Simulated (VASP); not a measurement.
Runs of VASP 6.6.1 on K. The structure is that of space group Pm-3m (No. 221), or close to it. The cells are those of the table. This isn't the form of K at room conditions, which is bcc.

```tsv
cell	gap on the mesh (eV)	pressure (GPa)
a = 4.073, b = 4.310, c = 4.310 Å, 1 atom	none	0.1
a = 4.192, b = 4.310 Å, 1 atom	none	0.1
a = 4.192, b = 4.310, c = 4.310 Å, 1 atom	none	0.1
a = 4.073, b = 4.310 Å, 1 atom	none	0.4
a = 4.310 Å, 1 atom	none	(a)
```

Alike in all rows: task single point; level r2SCAN; potentials or basis VASP PAW PBE potentials, release 64 (K_sv); no spin polarisation; k mesh 10 × 10 × 10; cutoff (eV) 520; smearing gaussian 0.15 eV.

**Question.** Fill in the values left out.

**Answer.** (a) 0.0.

Caveats: the PAW data sets were made with another functional, which shifts forces and pressure a little.

A gap of «none» marks levels without a gap at the run's occupations.
